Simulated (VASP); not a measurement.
Input of a VASP 6.6.1 run:

File INCAR:

```
SYSTEM = WC
  ALGO = Normal
  EDIFF = 1E-6
  ENCUT = 910
  GGA = PS
  GGA_COMPAT = .FALSE.
  ISIF = 2
  ISMEAR = 0
  LASPH = .TRUE.
  LCHARG = .TRUE.
  LELF = .TRUE.
  LREAL = .FALSE.
  LVHAR = .TRUE.
  LWAVE = .FALSE.
  NBANDS = 16
  NELM = 120
  PREC = Accurate
  SIGMA = 0.1
```

Contents of KPOINTS:

```
k-points
0
G
  24 24 18
  0 0 0
```

POSCAR

```
WC
1.0
    2.8760508622      0.0000000000      0.0000000000
   -1.4380254311      2.4907331092      0.0000000000
    0.0000000000      0.0000000000      2.9550059140
W C
1 1
Direct
   -0.0000000010      0.0000000010      0.0000000000
    0.6666666677      0.3333333323      0.5000000000
```

Potentials or basis: VASP PAW PBE potentials, release 64 (W_sv, C_h).

Run with:

```sh
$ cat potpaw_PBE.64/W_sv/POTCAR potpaw_PBE.64/C_h/POTCAR > POTCAR
$ mpirun -np 1 vasp_std > vasp.out
```

Estimate the pressure.

-11.3 GPa.

What does it give for the band gap on the k mesh?

Zero (bands 9 and 10 overlap by 1.15 eV).

Stress tensor (GPa, compression positive):
```
  0.92   0.00   0.00
  0.00   0.92   0.00
  0.00   0.00 -35.81
```

Caveat: the cell differs from its parent crystal (uniaxial strain along c: +4.5 %, then relaxed in part); the cutoff is under 1.25 times the usual one of these potentials, so pressure, stress and relaxed cells hold a basis-set (Pulay) error; the cell stands under tension; the PAW data sets were made with another functional, which shifts forces and pressure a little; spin-orbit coupling is left out, which moves the levels of the heavy elements.
